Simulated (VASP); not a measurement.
# Li27H20F7 (P1) in VASP: notebook, part 2 of 2

VASP 6.6.1. Earlier steps stand in the parts before.

### 4 Single point, revPBE

Input file INCAR:

```
SYSTEM = Li27H20F7
ALGO = Normal
EDIFF = 1E-6
ENCUT = 880
GGA = RE
GGA_COMPAT = .FALSE.
ISIF = 2
ISMEAR = -1
ISYM = -1
LASPH = .TRUE.
LCHARG = .FALSE.
LREAL = Auto
LWAVE = .FALSE.
NBANDS = 108
NELM = 120
PREC = Accurate
SIGMA = 0.05
```

Input file KPOINTS:

```
explicit points
1
Reciprocal
  0.25000000   0.25000000   0.25000000 1
```

Input file POSCAR:

```
Li27H20F7
1.0
    0.0000000000      5.9803110000      5.9803110000
    5.9803110000      0.0000000000      5.9803110000
    5.9803110000      5.9803110000      0.0000000000
H F Li
20 7 27
Direct
    0.4939070000      0.1687640000      0.1748130000
    0.1719730000      0.5015560000      0.4999030000
    0.5084210000      0.8315010000      0.1601080000
    0.5090930000      0.1639600000      0.8332020000
    0.8385410000      0.4955880000      0.4914420000
    0.1681000000      0.5045570000      0.1673560000
    0.5072810000      0.1700030000      0.4898210000
    0.8275590000      0.4893630000      0.1772430000
    0.1669210000      0.4996100000      0.8354760000
    0.8232260000      0.5082010000      0.8409830000
    0.4990660000      0.4990420000      0.1689440000
    0.1650780000      0.8372050000      0.4942430000
    0.4923780000      0.5089100000      0.8416470000
    0.1706850000      0.1644780000      0.1602440000
    0.8302800000      0.1692480000      0.1718640000
    0.1663400000      0.8359240000      0.1729700000
    0.1576300000      0.1623260000      0.8333870000
    0.8314950000      0.8434230000      0.1659800000
    0.8353870000      0.1691160000      0.8354960000
    0.8308150000      0.8357340000      0.8342660000
    0.4908330000      0.8377970000      0.8317220000
    0.4975970000      0.8386590000      0.4976420000
    0.1645340000      0.1679650000      0.4898020000
    0.8365150000      0.1568810000      0.5018730000
    0.8263110000      0.8348730000      0.4935500000
    0.5012950000      0.5088840000      0.4945530000
    0.1615240000      0.8315470000      0.8391910000
    0.9947280000      0.9970210000      0.0069340000
    0.6628130000      0.9969050000      0.0020890000
    0.0044710000      0.6670030000      0.9929280000
    0.9942500000      0.0110540000      0.6686380000
    0.3295640000      0.3399910000      0.3239430000
    0.6635160000      0.6676750000      0.0062530000
    0.6753270000      0.0030660000      0.6618430000
    0.9906680000      0.6754070000      0.6604440000
    0.6535450000      0.6724250000      0.6708440000
    0.0115990000      0.9945330000      0.3355700000
    0.3214630000      0.3471880000      0.0135150000
    0.6654950000      0.9961460000      0.3354970000
    0.9929670000      0.6744270000      0.3336270000
    0.3393010000      0.3218650000      0.6676980000
    0.6646840000      0.6739340000      0.3337250000
    0.9972270000      0.3336750000      0.9969970000
    0.3356760000      0.9954520000      0.3338020000
    0.6670570000      0.3369640000      0.0033810000
    0.9980820000      0.3302420000      0.6723920000
    0.3327410000      0.6654930000      0.3369790000
    0.6700940000      0.3261570000      0.6634840000
    0.3456540000      0.9843850000      0.9991020000
    0.0018640000      0.3352620000      0.3380150000
    0.3386950000      0.6648080000      0.0006140000
    0.3304660000      0.0018950000      0.6699490000
    0.6620620000      0.3407230000      0.3320890000
    0.3398150000      0.6768890000      0.6662930000
```

Potentials or basis: VASP PAW PBE potentials, release 64 (H, F, Li_sv).

Started as:

```
> cat potpaw_PBE.64/H/POTCAR potpaw_PBE.64/F/POTCAR potpaw_PBE.64/Li_sv/POTCAR > POTCAR
> mpirun -np 1 vasp_std > vasp.out
```

OUTCAR:

```text
SYSTEM = Li27H20F7
   EDIFF = 1E-6
   ENCUT = 880
   GGA = RE
   ISIF = 2
   ISMEAR = -1
   ISYM = -1
   LASPH = .TRUE.
   LREAL = Auto
   NELM = 120
   PREC = Accurate

 ion  position               nearest neighbor table
   1  0.494  0.169  0.175-
   2  0.172  0.502  0.500-
   3  0.508  0.832  0.160-
   4  0.509  0.164  0.833-
   5  0.839  0.496  0.491-
   6  0.168  0.505  0.167-
[... 12 lines left out ...]
  19  0.835  0.169  0.835-
  20  0.831  0.836  0.834-
  21  0.491  0.838  0.832-  49 1.88  52 1.93  51 1.95  36 1.95  33 2.08  34 2.09
  22  0.498  0.839  0.498-  54 1.91  39 1.95  44 1.95  42 1.97  36 1.97  52 2.01
  23  0.165  0.168  0.490-  50 1.88  31 1.96  44 1.97  32 2.02  46 2.06  52 2.07
  24  0.837  0.157  0.502-  34 1.88  31 1.95  37 1.97  48 1.98  50 2.06  53 2.06
  25  0.826  0.835  0.494-  39 1.91  40 1.92  35 1.98  36 2.01  34 2.02  37 2.07
  26  0.501  0.509  0.495-  47 1.95  42 1.96  53 1.98  48 2.02  54 2.03  41 2.09
  27  0.162  0.832  0.839-  30 1.92  54 1.96  28 1.99  31 2.02  51 2.03  52 2.03
  28  0.995  0.997  0.007-  27 1.99
  29  0.663  0.997  0.002-
  30  0.004  0.667  0.993-  27 1.92
  31  0.994  0.011  0.669-  24 1.95  23 1.96  27 2.02
  32  0.330  0.340  0.324-  23 2.02
  33  0.664  0.668  0.006-  21 2.08
  34  0.675  0.003  0.662-  24 1.88  25 2.02  21 2.09
  35  0.991  0.675  0.660-  25 1.98
  36  0.654  0.672  0.671-  21 1.95  22 1.97  25 2.01
  37  0.012  0.995  0.336-  24 1.97  25 2.07
  38  0.321  0.347  0.014-
  39  0.665  0.996  0.335-  25 1.91  22 1.95
  40  0.993  0.674  0.334-  25 1.92
  41  0.339  0.322  0.668-  26 2.09
  42  0.665  0.674  0.334-  26 1.96  22 1.97
  43  0.997  0.334  0.997-
  44  0.336  0.995  0.334-  22 1.95  23 1.97
  45  0.667  0.337  0.003-
  46  0.998  0.330  0.672-  23 2.06
  47  0.333  0.665  0.337-  26 1.95
  48  0.670  0.326  0.663-  24 1.98  26 2.02
  49  0.346  0.984  0.999-  21 1.88
  50  0.002  0.335  0.338-  23 1.88  24 2.06
  51  0.339  0.665  0.001-  21 1.95  27 2.03
  52  0.330  0.002  0.670-  21 1.93  22 2.01  27 2.03  23 2.07
  53  0.662  0.341  0.332-  26 1.98  24 2.06
  54  0.340  0.677  0.666-  22 1.91  27 1.96  26 2.03

IMPORTANT INFORMATION: All symmetrisations will be switched off!
NOSYMM: (Re-)initialisation of all symmetry stuff for point group C_1.

----------------------------------------------------------------------------------------

                                     Primitive cell

  volume of cell :     427.7611

  direct lattice vectors                    reciprocal lattice vectors
     0.000000000  5.980311000  5.980311000    -0.083607692  0.083607692  0.083607692
     5.980311000  0.000000000  5.980311000     0.083607692 -0.083607692  0.083607692
     5.980311000  5.980311000  0.000000000     0.083607692  0.083607692 -0.083607692

  length of vectors
     8.457436923  8.457436923  8.457436923     0.144812770  0.144812770  0.144812770

  position of ions in fractional coordinates (direct lattice)
     0.493907000  0.168764000  0.174813000
     0.171973000  0.501556000  0.499903000
     0.508421000  0.831501000  0.160108000
     0.509093000  0.163960000  0.833202000
     0.838541000  0.495588000  0.491442000
     0.168100000  0.504557000  0.167356000
[... 46 lines left out ...]
     0.662062000  0.340723000  0.332089000
     0.339815000  0.676889000  0.666293000

  ion indices of the primitive-cell ions
   primitive index   ion index
                 1           1
                 2           2
                 3           3
                 4           4
                 5           5
                 6           6
[... 46 lines left out ...]
                53          53
                54          54

----------------------------------------------------------------------------------------

 KPOINTS: explicit points

Read explicit list of k-points.

 Found      1 k-points:

 Following reciprocal coordinates:
            Coordinates               Weight
  0.250000  0.250000  0.250000      1.000000
   k-points           NKPTS =      1   k-points in BZ     NKDIM =      1   number of bands    NBANDS=    108
   number of dos      NEDOS =    301   number of ions     NIONS =     54
   total plane-waves  NPLWV = 592704
   dimension x,y,z NGX =    84 NGY =   84 NGZ =   84
   dimension x,y,z NGXF=   168 NGYF=  168 NGZF=  168
   ions per type =              20   7  27
   NGX,Y,Z   is equivalent  to a cutoff of  16.51, 16.51, 16.51 a.u.
   NGXF,Y,Z  is equivalent  to a cutoff of  33.02, 33.02, 33.02 a.u.
 SYSTEM =  Li27H20F7
   PREC   = accura    normal or accurate (medium, high low for compatibility)
   ISTART =      0    job   : 0-new  1-cont  2-samecut
   ICHARG =      2    charge: 1-file 2-atom 10-const
   ISPIN  =      1    spin polarized calculation?
   LNONCOLLINEAR =      F non collinear calculations
   LSORBIT =      F    spin-orbit coupling
   LASPH  =      T    aspherical Exc in radial PAW
   ENCUT  =  880.0 eV  64.68 Ry    8.04 a.u.  20.46 20.46 20.46*2*pi/ulx,y,z
   NELM   =    120;   NELMIN=  2; NELMDL= -5     # of ELM steps
   EDIFF  = 0.1E-05   stopping-criterion for ELM
   LREAL  =      T    real-space projection
   EDIFFG = 0.1E-04   stopping-criterion for IOM
   NSW    =      0    number of steps for IOM
   IBRION =     -1    ionic relax: 0-MD 1-quasi-New 2-CG
   NFREE  =      0    steps in history (QN), initial steepest desc. (CG)
   ISIF   =      2    stress and relaxation
   ISYM   =     -1    0-nonsym 1-usesym 2-fastsym
   POTIM  = 0.5000    time-step for ionic-motion
   TEBEG  =    0.0;   TEEND  =   0.0 temperature during run
   PSTRESS=    0.0 pullay stress
   NELECT =     150.0000    total number of electrons
   NUPDOWN=      -1.0000    fix difference up-down
   EMIN   =  10.00;   EMAX   =-10.00  energy-range for DOS
   EFERMI =   0.00;   METHOD = LEGACY
   ISMEAR =    -1;   SIGMA  =   0.05  broadening in eV -4-tet -1-fermi 0-gaus
   EFERMI_NEDOS =   21; number of points for ismear=-14 and -15
   IALGO  =     38    algorithm
   IMIX   =      4    mixing-type and parameters
     AMIX     =   0.40;   BMIX     =  1.00
     AMIX_MAG =   1.60;   BMIX_MAG =  1.00
  volume/ion in A,a.u.               =       7.92        53.46
  Fermi-wavevector in a.u.,A,eV,Ry     =   1.154440  2.181576 18.132926  1.332732
  Thomas-Fermi vector in A             =   2.291077
   LORBIT       =      0    0 simple, 1 ext, 2 COOP (PROOUT), +10 PAW based schemes
   GGA     = RE    functional components
   LHFCALC =     F    Hartree Fock is set to
   AEXX    =    0.0000 exact exchange contribution
   IVDW    =     0    specifies the selected vdW correction
   LEPSILON=     F    determine dielectric tensor
   LRPA    =     F    only Hartree local field effects (RPA)
 non-spin polarized calculation
  energy-cutoff  :      880.00
  volume of cell :      427.76
 maximum number of plane-waves:     25362
 NGX is ok and might be reduce to    84
   NGX = 41   NGY = 41   NGZ = 41

 number of electron     150.0000003 magnetization

 Free energy of the ion-electron system (eV)
  ---------------------------------------------------
  ext. energy  EPLUGINS =         0.00000000
  ---------------------------------------------------
  free energy    TOTEN  =      -183.37352592 eV

  energy without entropy =     -183.37352592  energy(sigma->0) =     -183.37352592

 E-fermi :   1.6370     XC(G=0):  -8.7645

 val. band max:        0.2983460426   @ k =   0.2500   0.2500   0.2500
 cond. band min:       5.6866132312   @ k =   0.2500   0.2500   0.2500
 fundamental gap:      5.3882671886
 Fermi energy:         1.6370231777

 k-point     1 :       0.2500    0.2500    0.2500
  band No.  band energies     occupation
      1     -43.8377      2.00000
      2     -43.8101      2.00000
      3     -43.7414      2.00000
      4     -43.7082      2.00000
      5     -43.6929      2.00000
      6     -43.6619      2.00000
[... 79 lines left out ...]
     86       7.1571      0.00000
     87       7.2720      0.00000
 [bands above 87 left out]

------------------------ aborting loop because EDIFF is reached ----------------------------------------

  FORCE on cell =-STRESS in cart. coord.  units (eV):
  Direction    XX          YY          ZZ          XY          YZ          ZX
  --------------------------------------------------------------------------------------
  -------------------------------------------------------------------------------------
  Total       10.6455792     10.9126554     11.1279729      0.4298394      0.1573781      0.6091535
  in kB       39.8729688     40.8733017     41.6797724      1.6099615      0.5894591      2.2815815
  external PRESSURE =      40.8086810 kB  Pullay stress =       0.0000000 kB

 VOLUME and BASIS-vectors are now :
 -----------------------------------------------------------------------------
  energy-cutoff  :      880.00
  volume of cell :      427.76
      direct lattice vectors                 reciprocal lattice vectors
     0.000000000  5.980311000  5.980311000    -0.083607692  0.083607692  0.083607692
     5.980311000  0.000000000  5.980311000     0.083607692 -0.083607692  0.083607692
     5.980311000  5.980311000  0.000000000     0.083607692  0.083607692 -0.083607692

 POSITION                                       TOTAL-FORCE (eV/Angst)
 -----------------------------------------------------------------------------------
      2.05470      3.99915      3.96298        -0.205065     -0.147463      0.133524
      5.98904      4.01803      4.02791         0.006529     -0.121519     -0.195635
      5.93013      3.99801      8.01315         0.106989     -0.018995     -0.055922
      5.96334      8.02734      4.02507         0.024796     -0.107904     -0.063576
      5.90275      7.95371      7.97851         0.304532      0.072948     -0.002757
      4.01825      2.00613      4.02270         0.038972     -0.112094     -0.065543
[... 46 lines left out ...]
      4.02363      5.94533      5.99697        -0.169422      0.078892     -0.041050
      8.03265      6.01684      6.08021        -0.205409     -0.134966     -0.538697
 -----------------------------------------------------------------------------------
    total drift:                               -0.016052     -0.060108      0.022145

  FREE ENERGIE OF THE ION-ELECTRON SYSTEM (eV)
  ---------------------------------------------------
  free  energy   TOTEN  =      -183.3735259208 eV

  energy  without entropy=     -183.3735259208  energy(sigma->0) =     -183.37352592
```

Run time: 7.1 min. Hardware: 1 thread of Intel Xeon Platinum 8259CL at 2.50GHz (Skylake/Cascade Lake), shared host; peak memory 1.1 GiB.

What came out:

| Item | Value |
| --- | --- |
| Free energy | -183.3735 eV |
| Pressure | 4.1 GPa |
| Largest force | 0.604 eV/Å |
| Band gap on the k mesh | 5.39 eV |

Forces on the atoms (eV/Å):
```
H   -0.205 -0.147  0.134
H    0.007 -0.122 -0.196
H    0.107 -0.019 -0.056
H    0.025 -0.108 -0.064
H    0.305  0.073 -0.003
H    0.039 -0.112 -0.066
H    0.242  0.001 -0.203
H    0.006 -0.121  0.390
H   -0.017 -0.027 -0.042
H   -0.202 -0.003  0.064
H    0.046 -0.086  0.067
H   -0.012  0.166 -0.059
H   -0.258  0.057 -0.034
H    0.048  0.059  0.077
H   -0.180 -0.120  0.049
H   -0.188 -0.033 -0.073
H    0.076  0.088  0.234
H   -0.192 -0.054 -0.193
H    0.060 -0.120 -0.064
H   -0.033  0.018 -0.066
F   -0.096  0.232  0.160
F   -0.003  0.075 -0.113
F    0.309  0.420  0.024
F    0.252 -0.061  0.207
F    0.160  0.450 -0.013
F    0.044  0.225 -0.218
F   -0.037 -0.093  0.232
Li   0.085  0.002  0.134
Li   0.164 -0.034  0.203
Li   0.073 -0.020 -0.191
Li  -0.165  0.120 -0.116
Li   0.120  0.320 -0.021
Li  -0.172  0.091  0.032
Li  -0.028 -0.129 -0.219
Li  -0.085  0.319 -0.017
Li  -0.155  0.268  0.114
Li   0.035 -0.369  0.058
Li  -0.593 -0.059 -0.100
Li   0.162 -0.188  0.337
Li  -0.174  0.133  0.022
Li   0.269 -0.128  0.151
Li  -0.310  0.031 -0.067
Li   0.086  0.163  0.020
Li   0.080 -0.261  0.139
Li  -0.108  0.006 -0.138
Li   0.030 -0.084  0.129
Li  -0.014  0.013 -0.051
Li   0.256 -0.030  0.016
Li   0.542 -0.184  0.111
Li  -0.228 -0.339 -0.079
Li   0.189 -0.035 -0.142
Li   0.013 -0.189  0.080
Li  -0.169  0.079 -0.041
Li  -0.205 -0.135 -0.539
```

Levels at points of the mesh, in eV from the valence-band top:
| k point | band 72 | band 73 | band 74 | band 75 | band 76 | band 77 | band 78 | band 79 |
| --- | --- | --- | --- | --- | --- | --- | --- | --- |
| (0.25, 0.25, 0.25) | -0.39 | -0.17 | -0.10 | 0.00 | 5.39 | 5.53 | 5.68 | 5.86 |

Caveat: the cell stands under pressure; the PAW data sets were made with another functional, which shifts forces and pressure a little; a shifted mesh leaves out Γ, where band edges can lie. A k mesh can miss the band edges.

### 5 Summary

```tsv
level	smearing	gap on the mesh (eV)	pressure (GPa)	largest force (eV/Å)
PBEsol	fermi-dirac 0.05 eV	5.07	0.8	0.61
PBEsol	methfessel-paxton 0.05 eV	5.07	0.8	0.61
revPBE	fermi-dirac 0.05 eV	5.39	4.1	0.60
```

Alike in all rows: task single point; potentials or basis VASP PAW PBE potentials, release 64 (H, F, Li_sv); no spin polarisation; cell as given; k mesh 1 × 1 × 1, shifted; cutoff (eV) 880.

On the cell as given the gap runs from 5.07 eV (PBEsol) to 5.39 eV (revPBE). The pressure there spans 0.8 GPa (PBEsol) to 4.1 GPa (revPBE); a positive pressure means that this level wants a larger cell, a negative one a smaller.

Caveats: the PAW data sets were made with another functional, which shifts forces and pressure a little; a shifted mesh leaves out Γ, where band edges can lie; the cell stands under pressure (at least some runs).

Absolute energies hang on the potentials; compare differences alone.
